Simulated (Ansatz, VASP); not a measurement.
Al2Pt: VASP beside Ansatz

```xyz
3
Lattice="0.0000 3.0315 3.0315 3.0315 0.0000 3.0315 3.0315 3.0315 0.0000" Properties=species:S:1:pos:R:3 pbc="T T T"
Al    1.5158    1.5158    1.5158
Al    4.5473    4.5473    4.5473
Pt    0.0000    0.0000    0.0000
```

Alike in both runs: task single point; functional PBE; k mesh 12 × 12 × 12; occupations gaussian, width 0.1 eV; no spin polarisation.

```csv
,VASP,Ansatz
version,VASP 6.6.1,Ansatz 0.2.0
potentials or method,"VASP PAW PBE potentials, release 64 (Al, Pt), cutoff 520 eV","scalar-relativistic, plane waves, PAW"
valence electrons in the cell,16,24
```

```tsv
	VASP	Ansatz	Ansatz less VASP
gap on the k mesh at the Fermi level (eV)	none	none	-
pressure (GPa)	-6.8	-6.6	+0.17
```

A gap of «none» marks a metal or a gap that the smearing closes. VASP's potentials hold 16 valence electrons a cell and Ansatz's 24, so a difference there can come from the potentials and not from the codes.

Spin-orbit coupling is off throughout.
